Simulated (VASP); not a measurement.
Pd:

```xyz
2
Lattice="2.7500 0.0000 0.0000 -1.3750 2.3816 0.0000 0.0000 0.0000 4.4908" Properties=species:S:1:pos:R:3 pbc="T T T"
Pd    0.0000    1.5877    1.1227
Pd    1.3750    0.7939    3.3681
```

- Program: VASP 6.6.1
- Task: relaxation of cell and atoms
- Functional: LDA
- Potentials or basis: VASP PAW LDA potentials, release 64 (Pd)
- Cutoff: 500 eV
- k mesh: 8 × 8 × 5
- Occupations: methfessel-paxton, width 0.05 eV
- Spin: no spin polarisation

At the start: pressure -6.8 GPa; volume 14.71 Å³/atom.

Question: How do energy, volume and symmetry change on relaxing?

Answer: Over 6 steps the energy falls by 15.8 meV/atom and the volume is 14.21 Å³/atom (-3.3 %); space group P6_3/mmc (No. 194, to 0.05 Å).

The path:
```tsv
step	energy change (eV)	largest force (eV/Å)	pressure (GPa)	volume (Å³)
1	0.0000	0.0000	-6.75	29.41
2	0.0400	0.0000	15.14	26.85
3	-0.0263	0.0000	0.56	28.37
4	-0.0263	0.0000	0.72	28.35
5	-0.0312	0.0000	0.29	28.41
6	-0.0315	0.0000	0.20	28.43
```

Final structure:
```
CELL_PARAMETERS angstrom
2.69074 0.00000 0.00000
-1.34537 2.33025 0.00000
0.00000 0.00000 4.53418
ATOMIC_POSITIONS crystal
Pd 0.33333 0.66667 0.25000
Pd 0.66667 0.33333 0.75000
```
